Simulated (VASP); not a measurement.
# Hf (Fm-3m) in VASP: single point with PBE

Aim: the single point of Hf with PBE.

All numbers are computed with VASP 6.6.1; they aren't measurements. Logs are shortened: lines on timing, memory, paths and dates and some standing lists are left out, and cuts for length are marked.

## Step 1: The cell of the first run

Symmetry: Fm-3m, No. 225, cubic system. The conventional cell has a = 4.493 Å, b = 4.493 Å, c = 4.493 Å, α = 90.00°, β = 90.00°, γ = 90.00°. Hf (site symmetry m-3m) has 12 Hf at 3.18 Å within 4.2 Å.

## Step 2: Single point, PBE

File INCAR:

```
SYSTEM = Hf
PREC     = Accurate       ! precision mode
ENCUT    = 520            ! plane-wave cutoff, eV
EDIFF    = 1E-6           ! SCF threshold, eV
ISMEAR   = -1             ! smearing method
SIGMA    = 0.13605693000000002 ! smearing width, eV
LREAL    = .False.        ! projectors in reciprocal space
LASPH    = .True.         ! aspherical terms in the spheres
NELM     = 60             ! most SCF steps
ALGO     = Normal         ! electronic algorithm
ISIF     = 2              ! what is computed and relaxed
LWAVE    = .False.        ! write WAVECAR
LCHARG   = .False.        ! write CHGCAR
GGA      = PE             ! functional
NBANDS   = 11             ! bands
```

File KPOINTS:

```
Automatic mesh
0
Gamma
  13 13 13
  0 0 0
```

File POSCAR:

```
Hf
1.0
    0.0000000000      2.2466947354      2.2466947354
    2.2466947354      0.0000000000      2.2466947354
    2.2466947354      2.2466947354      0.0000000000
Hf
1
Direct
    0.0000000000      0.0000000000      0.0000000000
```

Potentials or basis: VASP PAW PBE potentials, release 64 (Hf_pv).

Started as:

```bash
cat potpaw_PBE.64/Hf_pv/POTCAR > POTCAR
mpirun -np 1 vasp_std > vasp.out
```

OUTCAR:

```text
SYSTEM = Hf
   PREC = Accurate
   ENCUT = 520
   EDIFF = 1E-6
   ISMEAR = -1
   LREAL = .False.
   LASPH = .True.
   NELM = 60
   ISIF = 2
   GGA = PE

 ion  position               nearest neighbor table
   1  0.000  0.000  0.000-

  LATTYP: Found a face centered cubic cell.
 ALAT       =     4.4933894708

  Lattice vectors:

 A1 = (   0.0000000000,   2.2466947354,   2.2466947354)
 A2 = (   2.2466947354,   0.0000000000,   2.2466947354)
 A3 = (   2.2466947354,   2.2466947354,   0.0000000000)

Analysis of symmetry for initial positions (statically):
=====================================================================
 Subroutine PRICEL returns:
 Original cell was already a primitive cell.

 Routine SETGRP: Setting up the symmetry group for a
 face centered cubic supercell.

 Subroutine GETGRP returns: Found 48 space group operations
 (whereof 48 operations were pure point group operations)
 out of a pool of 48 trial point group operations.

The static configuration has the point symmetry O_h .

Analysis of symmetry for dynamics (positions and initial velocities):
=====================================================================
 Subroutine PRICEL returns:
 Original cell was already a primitive cell.

 Routine SETGRP: Setting up the symmetry group for a
 face centered cubic supercell.

 Subroutine GETGRP returns: Found 48 space group operations
 (whereof 48 operations were pure point group operations)
 out of a pool of 48 trial point group operations.

The dynamic configuration has the point symmetry O_h .

 Subroutine INISYM returns: Found 48 space group operations
 (whereof 48 operations are pure point group operations),
 and found     1 'primitive' translations

----------------------------------------------------------------------------------------

                                     Primitive cell

  volume of cell :      22.6810

  direct lattice vectors                    reciprocal lattice vectors
     0.000000000  2.246694735  2.246694735    -0.222549148  0.222549148  0.222549148
     2.246694735  0.000000000  2.246694735     0.222549148 -0.222549148  0.222549148
     2.246694735  2.246694735  0.000000000     0.222549148  0.222549148 -0.222549148

  length of vectors
     3.177306165  3.177306165  3.177306165     0.385466432  0.385466432  0.385466432

  position of ions in fractional coordinates (direct lattice)
     0.000000000  0.000000000  0.000000000

  ion indices of the primitive-cell ions
   primitive index   ion index
                 1           1

----------------------------------------------------------------------------------------

 KPOINTS: Automatic mesh

Automatic generation of k-mesh.
 Grid dimensions read from file:
 generate k-points for:   13   13   13

 Generating k-lattice:

  Cartesian coordinates                     Fractional coordinates (reciprocal lattice)
    -0.017119165  0.017119165  0.017119165     0.076923077  0.000000000  0.000000000
     0.017119165 -0.017119165  0.017119165     0.000000000  0.076923077  0.000000000
     0.017119165  0.017119165 -0.017119165     0.000000000  0.000000000  0.076923077

  Length of vectors
     0.029651264  0.029651264  0.029651264

  Shift w.r.t. Gamma in fractional coordinates (k-lattice)
     0.000000000  0.000000000  0.000000000

 Subroutine IBZKPT returns following result:
 ===========================================

 Found     84 irreducible k-points:

 Following reciprocal coordinates:
            Coordinates               Weight
  0.000000  0.000000  0.000000      1.000000
  0.076923  0.000000  0.000000      8.000000
  0.153846  0.000000  0.000000      8.000000
  0.230769  0.000000  0.000000      8.000000
  0.307692  0.000000  0.000000      8.000000
  0.384615  0.000000  0.000000      8.000000
[... 16 lines left out ...]
  0.384615  0.153846  0.000000     24.000000
  0.461538  0.153846  0.000000     24.000000
 [... further k-points ...]
   k-points           NKPTS =     84   k-points in BZ     NKDIM =     84   number of bands    NBANDS=     11
   number of dos      NEDOS =    301   number of ions     NIONS =      1
   total plane-waves  NPLWV =  13824
   dimension x,y,z NGX =    24 NGY =   24 NGZ =   24
   dimension x,y,z NGXF=    48 NGYF=   48 NGZF=   48
   ions per type =               1
   NGX,Y,Z   is equivalent  to a cutoff of  12.56, 12.56, 12.56 a.u.
   NGXF,Y,Z  is equivalent  to a cutoff of  25.12, 25.12, 25.12 a.u.
 SYSTEM =  Hf
   PREC   = accura    normal or accurate (medium, high low for compatibility)
   ISTART =      0    job   : 0-new  1-cont  2-samecut
   ICHARG =      2    charge: 1-file 2-atom 10-const
   ISPIN  =      1    spin polarized calculation?
   LNONCOLLINEAR =      F non collinear calculations
   LSORBIT =      F    spin-orbit coupling
   LASPH  =      T    aspherical Exc in radial PAW
   ENCUT  =  520.0 eV  38.22 Ry    6.18 a.u.   5.91  5.91  5.91*2*pi/ulx,y,z
   NELM   =     60;   NELMIN=  2; NELMDL= -5     # of ELM steps
   EDIFF  = 0.1E-05   stopping-criterion for ELM
   LREAL  =      F    real-space projection
   EDIFFG = 0.1E-04   stopping-criterion for IOM
   NSW    =      0    number of steps for IOM
   IBRION =     -1    ionic relax: 0-MD 1-quasi-New 2-CG
   NFREE  =      0    steps in history (QN), initial steepest desc. (CG)
   ISIF   =      2    stress and relaxation
   ISYM   =      2    0-nonsym 1-usesym 2-fastsym
   POTIM  = 0.5000    time-step for ionic-motion
   TEBEG  =    0.0;   TEEND  =   0.0 temperature during run
   PSTRESS=    0.0 pullay stress
   NELECT =      10.0000    total number of electrons
   NUPDOWN=      -1.0000    fix difference up-down
   EMIN   =  10.00;   EMAX   =-10.00  energy-range for DOS
   EFERMI =   0.00;   METHOD = LEGACY
   ISMEAR =    -1;   SIGMA  =   0.14  broadening in eV -4-tet -1-fermi 0-gaus
   EFERMI_NEDOS =   21; number of points for ismear=-14 and -15
   IALGO  =     38    algorithm
   IMIX   =      4    mixing-type and parameters
     AMIX     =   0.40;   BMIX     =  1.00
     AMIX_MAG =   1.60;   BMIX_MAG =  1.00
  volume/ion in A,a.u.               =      22.68       153.06
  Fermi-wavevector in a.u.,A,eV,Ry     =   1.246008  2.354613 21.123527  1.552535
  Thomas-Fermi vector in A             =   2.380205
   LORBIT       =      0    0 simple, 1 ext, 2 COOP (PROOUT), +10 PAW based schemes
   GGA     = PE    functional components
   LHFCALC =     F    Hartree Fock is set to
   AEXX    =    0.0000 exact exchange contribution
   IVDW    =     0    specifies the selected vdW correction
   LEPSILON=     F    determine dielectric tensor
   LRPA    =     F    only Hartree local field effects (RPA)
 non-spin polarized calculation
  energy-cutoff  :      520.00
  volume of cell :       22.68
 maximum number of plane-waves:       623
   NGX = 11   NGY = 11   NGZ = 11

 number of electron      10.0000000 magnetization

 number of electron       9.9999999 magnetization

 Free energy of the ion-electron system (eV)
  ---------------------------------------------------
  ext. energy  EPLUGINS =         0.00000000
  ---------------------------------------------------
  free energy    TOTEN  =        -9.89791791 eV

  energy without entropy =       -9.80789941  energy(sigma->0) =       -9.85290866

 E-fermi :   4.6485     XC(G=0): -11.2232

 val. band max:        4.6224499954   @ k =   0.3077   0.0000   0.0000
 cond. band min:       4.6574459004   @ k =  -0.2308   0.0769   0.0000
 fundamental gap:      0.0349959050
 Fermi energy:         4.6485439403

 k-point     1 :       0.0000    0.0000    0.0000
  band No.  band energies     occupation
      1     -25.4148      2.00000
      2     -25.4148      2.00000
      3     -25.4148      2.00000
      4      -2.5175      2.00000
      5       6.0453      0.00007
      6       6.0453      0.00007
      7       6.0453      0.00007
      8       8.7862      0.00000
      9       8.7862      0.00000
     10      15.9154      0.00000
     11      17.6701      0.00000

 k-point     2 :       0.0769    0.0000    0.0000
  band No.  band energies     occupation
      1     -25.4619      2.00000
      2     -25.4208      2.00000
      3     -25.4208      2.00000
      4      -2.3144      2.00000
      5       5.8393      0.00032
      6       6.1418      0.00003
      7       6.1418      0.00003
      8       8.6821      0.00000
      9       8.6821      0.00000
     10      16.3659      0.00000
     11      17.6692      0.00000

 k-point     3 :       0.1538    0.0000    0.0000
  band No.  band energies     occupation
      1     -25.5906      2.00000
      2     -25.4374      2.00000
      3     -25.4374      2.00000
      4      -1.7374      2.00000
      5       5.3590      0.01074
      6       6.3510      0.00001
      7       6.3510      0.00001
      8       8.5170      0.00000
      9       8.5170      0.00000
     10      17.1579      0.00000
     11      17.6670      0.00000

 k-point     4 :       0.2308    0.0000    0.0000
  band No.  band energies     occupation
      1     -25.7674      2.00000
      2     -25.4607      2.00000
      3     -25.4607      2.00000
      4      -0.8911      2.00000
      5       4.8714      0.32545
      6       6.4220      0.00000
      7       6.4220      0.00000
      8       8.6634      0.00000
      9       8.6634      0.00000
     10      16.1942      0.00000
     11      17.6712      0.00000

 k-point     5 :       0.3077    0.0000    0.0000
  band No.  band energies     occupation
      1     -25.9496      2.00000
      2     -25.4852      2.00000
      3     -25.4852      2.00000
      4       0.0219      2.00000
      5       4.6224      1.09560
      6       6.2382      0.00002
      7       6.2382      0.00002
      8       9.2950      0.00000
      9       9.2950      0.00000
     10      15.1826      0.00000
     11      17.6646      0.00000
[... 211 lines left out ...]
 k-point    21 :       0.2308    0.1538    0.0000
  band No.  band energies     occupation
      1     -25.7000      2.00000
      2     -25.5054      2.00000
      3     -25.4997      2.00000
      4      -0.8349      2.00000
      5       4.5601      1.31403
      6       6.5219      0.00000
      7       6.9610      0.00000
      8       7.4387      0.00000
      9       9.3801      0.00000
     10      17.6623      0.00000
     11      18.3145      0.00000

 k-point    22 :       0.3077    0.1538    0.0000
  band No.  band energies     occupation
      1     -25.8498      2.00000
      2     -25.5327      2.00000
      3     -25.5291      2.00000
      4       0.0239      2.00000
      5       4.2221      1.91655
      6       5.9019      0.00020
      7       7.0184      0.00000
      8       8.2601      0.00000
      9       9.8364      0.00000
     10      17.0612      0.00000
     11      17.6813      0.00000

 k-point    23 :       0.3846    0.1538    0.0000
  band No.  band energies     occupation
      1     -25.9910      2.00000
      2     -25.5665      2.00000
      3     -25.5519      2.00000
      4       0.8990      2.00000
      5       4.0966      1.96599
      6       5.4383      0.00601
      7       6.8414      0.00000
      8       9.3524      0.00000
      9      10.5001      0.00000
     10      15.5988      0.00000
     11      17.6731      0.00000

 k-point    24 :       0.4615    0.1538    0.0000
  band No.  band energies     occupation
      1     -26.0920      2.00000
      2     -25.6044      2.00000
      3     -25.5587      2.00000
      4       1.5137      2.00000
      5       4.1788      1.93860
      6       5.3116      0.01518
      7       6.6118      0.00000
      8      10.5472      0.00000
      9      10.9462      0.00000
     10      14.0198      0.00000
     11      17.4903      0.00000

 [... further k-points ...]

------------------------ aborting loop because EDIFF is reached ----------------------------------------

  FORCE on cell =-STRESS in cart. coord.  units (eV):
  Direction    XX          YY          ZZ          XY          YZ          ZX
  --------------------------------------------------------------------------------------
  -------------------------------------------------------------------------------------
  Total       -0.0938660     -0.0938660     -0.0938660     -0.0000000     -0.0000000     -0.0000000
  in kB       -6.6306618     -6.6306618     -6.6306618     -0.0000000     -0.0000000     -0.0000000
  external PRESSURE =      -6.6306618 kB  Pullay stress =       0.0000000 kB

 VOLUME and BASIS-vectors are now :
 -----------------------------------------------------------------------------
  energy-cutoff  :      520.00
  volume of cell :       22.68
      direct lattice vectors                 reciprocal lattice vectors
     0.000000000  2.246694735  2.246694735    -0.222549148  0.222549148  0.222549148
     2.246694735  0.000000000  2.246694735     0.222549148 -0.222549148  0.222549148
     2.246694735  2.246694735  0.000000000     0.222549148  0.222549148 -0.222549148

 POSITION                                       TOTAL-FORCE (eV/Angst)
 -----------------------------------------------------------------------------------
      0.00000      0.00000      0.00000         0.000000      0.000000     -0.000000
 -----------------------------------------------------------------------------------
    total drift:                                0.000000     -0.000000     -0.000000

  FREE ENERGIE OF THE ION-ELECTRON SYSTEM (eV)
  ---------------------------------------------------
  free  energy   TOTEN  =        -9.8979179084 eV

  energy  without entropy=       -9.8078994076  energy(sigma->0) =       -9.85290866
```

It took 14 s on 1 thread of AMD EPYC 7R43 (Zen 3), shared host; peak memory 0.12 GiB.

Results:

| Property | Result |
| --- | --- |
| Free energy | -9.8979 eV |
| Pressure | -0.7 GPa |
| Band gap on the k mesh | zero (band 5 reaches 6.05 eV, above the bottom of band 6 at 4.11 eV) |

Caveat: spin-orbit coupling is left out, which moves the levels of the heavy elements.
